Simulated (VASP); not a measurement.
# PbF2 in VASP: notebook

Aim: see how the results for PbF2 move with the level of theory and the settings. Levels: PBE, r2SCAN. Tasks: single point.

Everything below comes from runs of VASP 6.6.1. Logs are shortened: lines on timing, memory, paths and dates and some standing lists are left out, and cuts for length are marked.

**1. The cell of the first run**

It takes space group Fm-3m (No. 225, cubic). Conventional cell: a = 5.961 Å, b = 5.961 Å, c = 5.961 Å, α = 90.00°, β = 90.00°, γ = 90.00°. Within 3.4 Å of Pb (site symmetry m-3m) lie 8 F at 2.58 Å. Within 3.4 Å of F (site symmetry -43m) lie 4 Pb at 2.58 Å and 6 F at 2.98 Å.

**2. Single point, PBE (strain +1.2%)**

INCAR

```
  PREC = Accurate
  ENCUT = 600
  EDIFF = 1E-6
  ISMEAR = -1
  SIGMA = 0.02
  LREAL = False
  LASPH = True
  NELM = 120
  ALGO = Normal
  ISIF = 2
  LWAVE = False
  LCHARG = False
  GGA = PE
  NBANDS = 21
  GGA_COMPAT = False
```

KPOINTS

```
regular mesh
0
Gamma
  8 8 8
```

POSCAR

```
PbF2
1.0
    0.0000000000      2.9802742427      2.9802742427
    2.9802742427      0.0000000000      2.9802742427
    2.9802742427      2.9802742427      0.0000000000
Pb F
1 2
Direct
    0.0000000000      0.0000000000      0.0000000000
    0.2500000000      0.2500000000      0.2500000000
    0.7500000000      0.7500000000      0.7500000000
```

Potentials or basis: VASP PAW PBE potentials, release 64 (Pb_d, F).

On the command line:

```console
$ cat potpaw_PBE.64/Pb_d/POTCAR potpaw_PBE.64/F/POTCAR > POTCAR
$ mpirun -np 1 vasp_std > vasp.out
```

OUTCAR:

```text
PREC = Accurate
   ENCUT = 600
   EDIFF = 1E-6
   ISMEAR = -1
   LREAL = False
   LASPH = True
   NELM = 120
   ISIF = 2
   GGA = PE

 ion  position               nearest neighbor table
   1  0.000  0.000  0.000-   3 2.58   3 2.58   3 2.58   2 2.58   3 2.58   2 2.58   2 2.58   2 2.58

   2  0.250  0.250  0.250-   1 2.58   1 2.58   1 2.58   1 2.58
   3  0.750  0.750  0.750-   1 2.58   1 2.58   1 2.58   1 2.58

  LATTYP: Found a face centered cubic cell.
 ALAT       =     5.9605484854

  Lattice vectors:

 A1 = (   0.0000000000,   2.9802742427,   2.9802742427)
 A2 = (   2.9802742427,   0.0000000000,   2.9802742427)
 A3 = (   2.9802742427,   2.9802742427,   0.0000000000)

Analysis of symmetry for initial positions (statically):
=====================================================================
 Subroutine PRICEL returns:
 Original cell was already a primitive cell.

 Routine SETGRP: Setting up the symmetry group for a
 face centered cubic supercell.

 Subroutine GETGRP returns: Found 48 space group operations
 (whereof 48 operations were pure point group operations)
 out of a pool of 48 trial point group operations.

The static configuration has the point symmetry O_h .

Analysis of symmetry for dynamics (positions and initial velocities):
=====================================================================
 Subroutine PRICEL returns:
 Original cell was already a primitive cell.

 Routine SETGRP: Setting up the symmetry group for a
 face centered cubic supercell.

 Subroutine GETGRP returns: Found 48 space group operations
 (whereof 48 operations were pure point group operations)
 out of a pool of 48 trial point group operations.

The dynamic configuration has the point symmetry O_h .

 Subroutine INISYM returns: Found 48 space group operations
 (whereof 48 operations are pure point group operations),
 and found     1 'primitive' translations

----------------------------------------------------------------------------------------

                                     Primitive cell

  volume of cell :      52.9418

  direct lattice vectors                    reciprocal lattice vectors
     0.000000000  2.980274243  2.980274243    -0.167769795  0.167769795  0.167769795
     2.980274243  0.000000000  2.980274243     0.167769795 -0.167769795  0.167769795
     2.980274243  2.980274243  0.000000000     0.167769795  0.167769795 -0.167769795

  length of vectors
     4.214744254  4.214744254  4.214744254     0.290585810  0.290585810  0.290585810

  position of ions in fractional coordinates (direct lattice)
     0.000000000  0.000000000  0.000000000
     0.250000000  0.250000000  0.250000000
     0.750000000  0.750000000  0.750000000

  ion indices of the primitive-cell ions
   primitive index   ion index
                 1           1
                 2           2
                 3           3

----------------------------------------------------------------------------------------

 KPOINTS: regular mesh

Automatic generation of k-mesh.
 Grid dimensions read from file:
 generate k-points for:    8    8    8

 Generating k-lattice:

  Cartesian coordinates                     Fractional coordinates (reciprocal lattice)
    -0.020971224  0.020971224  0.020971224     0.125000000  0.000000000  0.000000000
     0.020971224 -0.020971224  0.020971224     0.000000000  0.125000000  0.000000000
     0.020971224  0.020971224 -0.020971224     0.000000000  0.000000000  0.125000000

  Length of vectors
     0.036323226  0.036323226  0.036323226

  Shift w.r.t. Gamma in fractional coordinates (k-lattice)
     0.000000000  0.000000000  0.000000000

 Subroutine IBZKPT returns following result:
 ===========================================

 Found     29 irreducible k-points:

 Following reciprocal coordinates:
            Coordinates               Weight
  0.000000  0.000000  0.000000      1.000000
  0.125000  0.000000  0.000000      8.000000
  0.250000  0.000000  0.000000      8.000000
  0.375000  0.000000  0.000000      8.000000
  0.500000  0.000000  0.000000      4.000000
  0.125000  0.125000  0.000000      6.000000
[... 16 lines left out ...]
  0.500000  0.250000  0.125000     48.000000
 -0.375000  0.250000  0.125000     24.000000
 [... further k-points ...]
   k-points           NKPTS =     29   k-points in BZ     NKDIM =     29   number of bands    NBANDS=     21
   number of dos      NEDOS =    301   number of ions     NIONS =      3
   total plane-waves  NPLWV =  46656
   dimension x,y,z NGX =    36 NGY =   36 NGZ =   36
   dimension x,y,z NGXF=    72 NGYF=   72 NGZF=   72
   ions per type =               1   2
   NGX,Y,Z   is equivalent  to a cutoff of  14.20, 14.20, 14.20 a.u.
   NGXF,Y,Z  is equivalent  to a cutoff of  28.40, 28.40, 28.40 a.u.
 SYSTEM =  unknown system
   PREC   = accura    normal or accurate (medium, high low for compatibility)
   ISTART =      0    job   : 0-new  1-cont  2-samecut
   ICHARG =      2    charge: 1-file 2-atom 10-const
   ISPIN  =      1    spin polarized calculation?
   LNONCOLLINEAR =      F non collinear calculations
   LSORBIT =      F    spin-orbit coupling
   LASPH  =      T    aspherical Exc in radial PAW
   ENCUT  =  600.0 eV  44.10 Ry    6.64 a.u.   8.42  8.42  8.42*2*pi/ulx,y,z
   NELM   =    120;   NELMIN=  2; NELMDL= -5     # of ELM steps
   EDIFF  = 0.1E-05   stopping-criterion for ELM
   LREAL  =      F    real-space projection
   EDIFFG = 0.1E-04   stopping-criterion for IOM
   NSW    =      0    number of steps for IOM
   IBRION =     -1    ionic relax: 0-MD 1-quasi-New 2-CG
   NFREE  =      0    steps in history (QN), initial steepest desc. (CG)
   ISIF   =      2    stress and relaxation
   ISYM   =      2    0-nonsym 1-usesym 2-fastsym
   POTIM  = 0.5000    time-step for ionic-motion
   TEBEG  =    0.0;   TEEND  =   0.0 temperature during run
   PSTRESS=    0.0 pullay stress
   NELECT =      28.0000    total number of electrons
   NUPDOWN=      -1.0000    fix difference up-down
   EMIN   =  10.00;   EMAX   =-10.00  energy-range for DOS
   EFERMI =   0.00;   METHOD = LEGACY
   ISMEAR =    -1;   SIGMA  =   0.02  broadening in eV -4-tet -1-fermi 0-gaus
   EFERMI_NEDOS =   21; number of points for ismear=-14 and -15
   IALGO  =     38    algorithm
   IMIX   =      4    mixing-type and parameters
     AMIX     =   0.40;   BMIX     =  1.00
     AMIX_MAG =   1.60;   BMIX_MAG =  1.00
  volume/ion in A,a.u.               =      17.65       119.09
  Fermi-wavevector in a.u.,A,eV,Ry     =   1.323919  2.501843 23.847753  1.752760
  Thomas-Fermi vector in A             =   2.453491
   LORBIT       =      0    0 simple, 1 ext, 2 COOP (PROOUT), +10 PAW based schemes
   GGA     = PE    functional components
   LHFCALC =     F    Hartree Fock is set to
   AEXX    =    0.0000 exact exchange contribution
   IVDW    =     0    specifies the selected vdW correction
   LEPSILON=     F    determine dielectric tensor
   LRPA    =     F    only Hartree local field effects (RPA)
 non-spin polarized calculation
  energy-cutoff  :      600.00
  volume of cell :       52.94
 maximum number of plane-waves:      1807
 NGX is ok and might be reduce to    36
   NGX = 17   NGY = 17   NGZ = 17

 number of electron      28.0000004 magnetization

 Free energy of the ion-electron system (eV)
  ---------------------------------------------------
  ext. energy  EPLUGINS =         0.00000000
  ---------------------------------------------------
  free energy    TOTEN  =       -14.34912689 eV

  energy without entropy =      -14.34912689  energy(sigma->0) =      -14.34912689

 E-fermi :   2.1569     XC(G=0):  -9.3227

 val. band max:        1.6824999583   @ k =  -0.2500   0.5000   0.2500
 cond. band min:       6.1018061619   @ k =   0.5000   0.5000   0.0000
 fundamental gap:      4.4193062036
 Fermi energy:         2.1569419237

 k-point     1 :       0.0000    0.0000    0.0000
  band No.  band energies     occupation
      1     -19.2789      2.00000
      2     -18.6888      2.00000
      3     -12.7351      2.00000
      4     -12.7351      2.00000
      5     -12.7351      2.00000
      6     -12.6855      2.00000
[... 13 lines left out ...]
     20      16.7983      0.00000
     21      19.0750      0.00000

 k-point     2 :       0.1250    0.0000    0.0000
  band No.  band energies     occupation
      1     -19.2504      2.00000
      2     -18.7146      2.00000
      3     -12.7293      2.00000
      4     -12.7293      2.00000
      5     -12.7053      2.00000
      6     -12.6853      2.00000
[... 13 lines left out ...]
     20      16.3759      0.00000
     21      18.5181      0.00000

 k-point     3 :       0.2500    0.0000    0.0000
  band No.  band energies     occupation
      1     -19.1753      2.00000
      2     -18.7819      2.00000
      3     -12.7209      2.00000
      4     -12.7209      2.00000
      5     -12.6795      2.00000
      6     -12.6795      2.00000
[... 13 lines left out ...]
     20      15.8099      0.00000
     21      17.2908      0.00000

 k-point     4 :       0.3750    0.0000    0.0000
  band No.  band energies     occupation
      1     -19.0786      2.00000
      2     -18.8683      2.00000
      3     -12.7204      2.00000
      4     -12.7204      2.00000
      5     -12.6655      2.00000
      6     -12.6655      2.00000
[... 13 lines left out ...]
     20      15.4907      0.00000
     21      16.2490      0.00000

 k-point     5 :       0.5000    0.0000    0.0000
  band No.  band energies     occupation
      1     -19.0053      2.00000
      2     -18.9368      2.00000
      3     -12.7215      2.00000
      4     -12.7215      2.00000
      5     -12.6584      2.00000
      6     -12.6584      2.00000
[... 13 lines left out ...]
     20      15.4003      0.00000
     21      15.8350      0.00000
[... 382 lines left out ...]
     20      18.3815      0.00000
     21      18.9399      0.00000

 k-point    22 :       0.3750    0.2500    0.1250
  band No.  band energies     occupation
      1     -19.1224      2.00000
      2     -18.8261      2.00000
      3     -12.7041      2.00000
      4     -12.6986      2.00000
      5     -12.6897      2.00000
      6     -12.6621      2.00000
[... 13 lines left out ...]
     20      16.9097      0.00000
     21      17.7482      0.00000

 k-point    23 :       0.5000    0.2500    0.1250
  band No.  band energies     occupation
      1     -19.0455      2.00000
      2     -18.8929      2.00000
      3     -12.7044      2.00000
      4     -12.6958      2.00000
      5     -12.6727      2.00000
      6     -12.6409      2.00000
[... 13 lines left out ...]
     20      17.4609      0.00000
     21      18.0225      0.00000

 k-point    24 :      -0.3750    0.2500    0.1250
  band No.  band energies     occupation
      1     -18.9840      2.00000
      2     -18.9497      2.00000
      3     -12.7045      2.00000
      4     -12.6974      2.00000
      5     -12.6617      2.00000
      6     -12.6325      2.00000
[... 13 lines left out ...]
     20      17.6604      0.00000
     21      18.1599      0.00000

 [... further k-points ...]

------------------------ aborting loop because EDIFF is reached ----------------------------------------

  FORCE on cell =-STRESS in cart. coord.  units (eV):
  Direction    XX          YY          ZZ          XY          YZ          ZX
  --------------------------------------------------------------------------------------
  -------------------------------------------------------------------------------------
  Total        0.3831181      0.3831181      0.3831181      0.0000000      0.0000000      0.0000000
  in kB       11.5943024     11.5943024     11.5943024      0.0000000      0.0000000      0.0000000
  external PRESSURE =      11.5943024 kB  Pullay stress =       0.0000000 kB

 VOLUME and BASIS-vectors are now :
 -----------------------------------------------------------------------------
  energy-cutoff  :      600.00
  volume of cell :       52.94
      direct lattice vectors                 reciprocal lattice vectors
     0.000000000  2.980274243  2.980274243    -0.167769795  0.167769795  0.167769795
     2.980274243  0.000000000  2.980274243     0.167769795 -0.167769795  0.167769795
     2.980274243  2.980274243  0.000000000     0.167769795  0.167769795 -0.167769795

 POSITION                                       TOTAL-FORCE (eV/Angst)
 -----------------------------------------------------------------------------------
      0.00000      0.00000      0.00000        -0.000000      0.000000     -0.000000
      1.49014      1.49014      1.49014        -0.000000     -0.000000     -0.000000
      4.47041      4.47041      4.47041         0.000000      0.000000      0.000000
 -----------------------------------------------------------------------------------
    total drift:                                0.000000      0.000000      0.000000

  FREE ENERGIE OF THE ION-ELECTRON SYSTEM (eV)
  ---------------------------------------------------
  free  energy   TOTEN  =       -14.3491268886 eV

  energy  without entropy=      -14.3491268886  energy(sigma->0) =      -14.34912689
```

Wall time 57 s (1 thread of Intel Xeon Platinum 8488C (Sapphire Rapids), shared host); peak memory 0.21 GiB.

What came out:

```yaml
Free_energy: -14.3491 eV
Pressure: 1.2 GPa
Band_gap_on_the_k_mesh: 4.42 eV (least direct gap 4.56 eV)
```

Caveat: the cell differs from its parent crystal (strain +1.2%); spin-orbit coupling is left out, which moves the levels of the heavy elements. A k mesh can miss the band edges.

**3. Single point, r2SCAN (strain +1.2%)**

POSCAR is that of step 2.

INCAR.step1

```
SYSTEM = PbF2
  PREC = Accurate
  ENCUT = 660
  ISMEAR = 0
  SIGMA = 0.01
  LREAL = .False.
  LASPH = .True.
  NELM = 120
  NBANDS = 21
  GGA = PE
  ALGO = Normal
  EDIFF = 1E-5
  LWAVE = .True.
  LCHARG = .False.
  GGA_COMPAT = .False.
```

INCAR.step2

```
SYSTEM = PbF2
  PREC = Accurate
  ENCUT = 660
  EDIFF = 1E-6
  ISMEAR = 0
  SIGMA = 0.01
  LREAL = .False.
  LASPH = .True.
  NELM = 120
  ALGO = Normal
  ISIF = 2
  LWAVE = .False.
  LCHARG = .False.
  METAGGA = R2SCAN
  LMIXTAU = .True.
  NBANDS = 21
  ISTART = 1
  GGA_COMPAT = .False.
```

KPOINTS

```
Automatic mesh
0
Gamma
  8 8 8
  0 0 0
```

Potentials or basis: VASP PAW PBE potentials, release 64 (Pb_d, F).

On the command line:

```console
$ cat potpaw_PBE.64/Pb_d/POTCAR potpaw_PBE.64/F/POTCAR > POTCAR
$ cp INCAR.step1 INCAR
$ mpirun -np 1 vasp_std > vasp.out
$ cp INCAR.step2 INCAR
$ mpirun -np 1 vasp_std > vasp.out
```

Run time: 3.2 min. Hardware: 1 thread of Intel Xeon Platinum 8488C (Sapphire Rapids), shared host; peak memory 0.23 GiB.

Results (log left out):

* Free energy: -70.1657 eV
* Pressure: -1.6 GPa
* Band gap on the k mesh: 4.94 eV (least direct gap 5.08 eV)

Levels at points of the mesh, in eV from the valence-band top:
| k point | band 10 | band 11 | band 12 | band 13 | band 14 | band 15 | band 16 | band 17 | band 18 | band 19 |
| --- | --- | --- | --- | --- | --- | --- | --- | --- | --- | --- |
| (0.00, 0.00, 0.00) | -2.53 | -2.53 | -2.03 | -2.03 | -2.03 | 7.29 | 7.29 | 7.29 | 10.66 | 15.89 |
| (0.50, 0.00, 0.00) | -2.70 | -2.70 | -2.21 | -2.21 | -0.05 | 5.39 | 8.19 | 8.19 | 13.42 | 14.31 |
| (0.50, 0.50, 0.00) | -3.55 | -1.63 | -1.63 | -1.62 | -0.14 | 4.94 | 8.39 | 8.39 | 9.12 | 14.98 |

Caveat: the cell differs from its parent crystal (strain +1.2%); the PAW data sets were made with another functional, which shifts forces and pressure a little; spin-orbit coupling is left out, which moves the levels of the heavy elements. A k mesh can miss the band edges.

[end of part 1 of 2]
